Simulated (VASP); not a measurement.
# C (P6_3/mmc) in VASP: notebook, part 2 of 2

VASP 6.6.1. The steps go on from the part before.

## (3) Relaxation of the atoms, PBEsol (strained cell)

INCAR reads:

```
  PREC = Accurate
  ENCUT = 520
  EDIFF = 1E-6
  ISMEAR = 0
  SIGMA = 0.02
  LREAL = F
  LASPH = T
  NELM = 60
  ALGO = Normal
  ISIF = 2
  LWAVE = F
  LCHARG = F
  GGA = PS
  IBRION = 2
  NSW = 60
  EDIFFG = -0.002
```

KPOINTS reads:

```
Automatic mesh
0
Gamma
  9 9 6
```

POSCAR reads:

```
C
1.0
    2.4612466107      0.0000000000      0.0000000000
   -1.2306233054      2.1315020899      0.0000000000
    0.0000000000      0.0000000000      4.1653029917
C
4
Direct
    0.3333333333      0.6666666667     -0.0001040124
    0.6666666667      0.3333333333      0.4998959876
    0.3333333333      0.6666666667      0.3741040124
    0.6666666667      0.3333333333      0.8741040124
```

Potentials or basis: VASP PAW PBE potentials, release 64 (C).

Started as:

```bash
$ cat potpaw_PBE.64/C/POTCAR > POTCAR
$ mpirun -np 1 vasp_std > vasp.out
```

It took 29 s on 1 thread of Intel Xeon 8259CL, shared host; peak memory 0.13 GiB.

The run converged. Its results:

| Item | Value |
| --- | --- |
| Free energy | -38.3545 eV |
| Energy gained by relaxing | 0.0 meV/atom |
| Ionic steps | 3 |
| Pressure after relaxing | 15.1 GPa |
| Band gap on the k mesh | 2.87 eV (least direct gap 4.94 eV) |

Stress tensor (GPa, compression positive):
```
22.58  0.00  0.00
 0.00 22.58  0.00
 0.00  0.00  0.22
```

Step by step:
```tsv
step	energy change (eV)	largest force (eV/Å)	pressure (GPa)
1	0.0000	0.0616	15.19
2	0.0006	0.1601	15.01
3	-0.0001	0.0001	15.13
```

Final structure:
```xyz
4
Lattice="2.4612 0.0000 0.0000 -1.2306 2.1315 0.0000 0.0000 0.0000 4.1653" Properties=species:S:1:pos:R:3 pbc="T T T"
C     0.0000    1.4210    0.0004
C     1.2306    0.7105    2.0831
C     0.0000    1.4210    1.5574
C     1.2306    0.7105    3.6401
```

Levels at points of the mesh, in eV from the valence-band top:
| k point | band 4 | band 5 | band 6 | band 7 | band 8 | band 9 | band 10 | band 11 | band 12 |
| --- | --- | --- | --- | --- | --- | --- | --- | --- | --- |
| (0.00, 0.00, 0.00) | -3.05 | -3.05 | -0.60 | 0.00 | 0.00 | 4.94 | 5.14 | 5.14 | 9.00 |
| (0.00, 0.00, 0.50) | -7.51 | -1.82 | -1.82 | -1.82 | -1.82 | 7.42 | 7.42 | 7.42 | 7.42 |

Caveat: the cell differs from its parent crystal (strained cell); the PAW data sets were made with another functional, which shifts forces and pressure a little; an odd mesh through Γ misses points on the zone boundary, where band edges can lie.

## (4) Relaxation of the atoms, PBEsol (strained cell)

INCAR reads:

```
PREC = Accurate
ENCUT = 520
EDIFF = 1E-6
ISMEAR = 0
SIGMA = 0.02
LREAL = False
LASPH = True
NELM = 100
ALGO = Normal
ISIF = 2
LWAVE = False
LCHARG = False
GGA = PS
IBRION = 2
NSW = 60
EDIFFG = -0.002
```

KPOINTS is that of step 3.

POSCAR reads:

```
C
1.0
    2.4612466107      0.0000000000      0.0000000000
   -1.2306233054      2.1315020899      0.0000000000
    0.0000000000      0.0000000000      4.1627789741
C
4
Direct
    0.3333333333      0.6666666667      0.0000573180
    0.6666666667      0.3333333333      0.5000573180
    0.3333333333      0.6666666667      0.3739426820
    0.6666666667      0.3333333333      0.8739426820
```

Potentials or basis: VASP PAW PBE potentials, release 64 (C).

Started as:

```bash
$ cat potpaw_PBE.64/C/POTCAR > POTCAR
$ mpirun -np 1 vasp_std > vasp.out
```

OUTCAR:

```text
PREC = Accurate
   ENCUT = 520
   EDIFF = 1E-6
   ISMEAR = 0
   LREAL = False
   LASPH = True
   NELM = 100
   ISIF = 2
   GGA = PS
   IBRION = 2
   NSW = 60
   EDIFFG = -0.002

 ion  position               nearest neighbor table
   1  0.333  0.667  0.000-   4 1.51   4 1.51   4 1.51   3 1.56
   2  0.667  0.333  0.500-   3 1.51   3 1.51   3 1.51   4 1.56
   3  0.333  0.667  0.374-   2 1.51   2 1.51   2 1.51   1 1.56
   4  0.667  0.333  0.874-   1 1.51   1 1.51   1 1.51   2 1.56

  LATTYP: Found a hexagonal cell.
 ALAT       =     2.4612466107
 C/A-ratio  =     1.6913294897

  Lattice vectors:

 A1 = (   2.4612466107,   0.0000000000,   0.0000000000)
 A2 = (  -1.2306233054,   2.1315020899,   0.0000000000)
[... 278 lines left out ...]
      1     -11.7964      2.00000
      2      -6.1775      2.00000
      3      -3.6656      2.00000
      4       7.5322      2.00000
      5       7.5322      2.00000
      6       9.9899      2.00000
      7      10.5937      2.00000
      8      10.5937      2.00000
      9      15.5485      0.00000
     10      15.7306      0.00000
     11      15.7306      0.00000
     12      19.5876      0.00000
[... 331 lines left out ...]
 k-point    24 :       0.3333    0.3333    0.1667
  band No.  band energies     occupation
      1      -4.1059      2.00000
      2      -4.1059      2.00000
      3      -0.8858      2.00000
      4      -0.2191      2.00000
      5      -0.2191      2.00000
      6       2.6139      2.00000
      7       4.0241      2.00000
      8       4.0241      2.00000
      9      14.3022      0.00000
     10      20.8491      0.00000
     11      20.8491      0.00000
     12      23.7904      0.00000

 [... further k-points ...]

------------------------ aborting loop because EDIFF is reached ----------------------------------------

  FORCE on cell =-STRESS in cart. coord.  units (eV):
  Direction    XX          YY          ZZ          XY          YZ          ZX
  --------------------------------------------------------------------------------------
  -------------------------------------------------------------------------------------
  Total        3.0818767      3.0818767      0.1464243     -0.0000000      0.0000000     -0.0000000
  in kB      226.1005411    226.1005411     10.7423584     -0.0000000      0.0000000     -0.0000000
  external PRESSURE =     154.3144802 kB  Pullay stress =       0.0000000 kB
[... 19 lines left out ...]
  FREE ENERGIE OF THE ION-ELECTRON SYSTEM (eV)
  ---------------------------------------------------
  free  energy   TOTEN  =       -38.3544054927 eV

  energy  without entropy=      -38.3544054927  energy(sigma->0) =      -38.35440549

 reached required accuracy - stopping structural energy minimisation
```

OSZICAR:

```text
N       E                     dE             d eps       ncg     rms          rms(c)
DAV:   1     0.274141739210E+02    0.27414E+02   -0.88347E+03  1152   0.130E+03
DAV:   2    -0.377849115317E+02   -0.65199E+02   -0.60793E+02  1684   0.219E+02
DAV:   3    -0.398311735156E+02   -0.20463E+01   -0.20340E+01  1500   0.360E+01
[... 12 lines left out ...]
DAV:   3    -0.383543804159E+02    0.77351E-06   -0.15035E-06  1068   0.132E-02
   2 F= -.38354380E+02 E0= -.38354380E+02  d E =0.214044E-04
       N       E                     dE             d eps       ncg     rms          rms(c)
DAV:   1    -0.383544047788E+02   -0.23589E-04   -0.15878E-03  1220   0.377E-01    0.694E-03
DAV:   2    -0.383544058822E+02   -0.11035E-05   -0.17858E-05  1440   0.377E-02    0.456E-03
DAV:   3    -0.383544054927E+02    0.38950E-06   -0.80245E-07   864   0.968E-03
   3 F= -.38354405E+02 E0= -.38354405E+02  d E =-.367243E-05
```

Wall time 28 s (1 thread of Intel Xeon 8259CL, shared host); peak memory 0.13 GiB.

What came out:

```
Free energy               : -38.3544 eV
Energy gained by relaxing : 0.0 meV/atom
Ionic steps               : 3
Pressure after relaxing   : 15.4 GPa
Band gap on the k mesh    : 2.87 eV (least direct gap 4.95 eV)
```

Final structure:
```xyz
4
Lattice="2.4612 0.0000 0.0000 -1.2306 2.1315 0.0000 0.0000 0.0000 4.1628" Properties=species:S:1:pos:R:3 pbc="T T T"
C     0.0000    1.4210    0.0004
C     1.2306    0.7105    2.0818
C     0.0000    1.4210    1.5565
C     1.2306    0.7105    3.6379
```

Caveat: the cell differs from its parent crystal (strained cell); the PAW data sets were made with another functional, which shifts forces and pressure a little; an odd mesh through Γ misses points on the zone boundary, where band edges can lie.

## (5) Summary

```csv
cell,gap on the mesh (eV),pressure (GPa)
"atoms relaxed from a = 2.461, b = 2.461, c = 4.073 Å, angles 90.0, 90.0, 120.0°, 4 atoms",2.84,27.0
"atoms relaxed from a = 2.461, b = 2.461, c = 4.165 Å, angles 90.0, 90.0, 120.0°, 4 atoms",2.87,15.1
"atoms relaxed from a = 2.461, b = 2.461, c = 4.163 Å, angles 90.0, 90.0, 120.0°, 4 atoms",2.87,15.4
```

Alike in all rows: task relaxation of the atoms; level PBEsol; potentials or basis VASP PAW PBE potentials, release 64 (C); no spin polarisation; k mesh 9 × 9 × 6; cutoff (eV) 520; smearing gaussian 0.02 eV.

Caveats: the PAW data sets were made with another functional, which shifts forces and pressure a little; an odd mesh through Γ misses points on the zone boundary, where band edges can lie.

Total energies depend on the potentials used, so only differences within one code and one set of settings carry meaning.
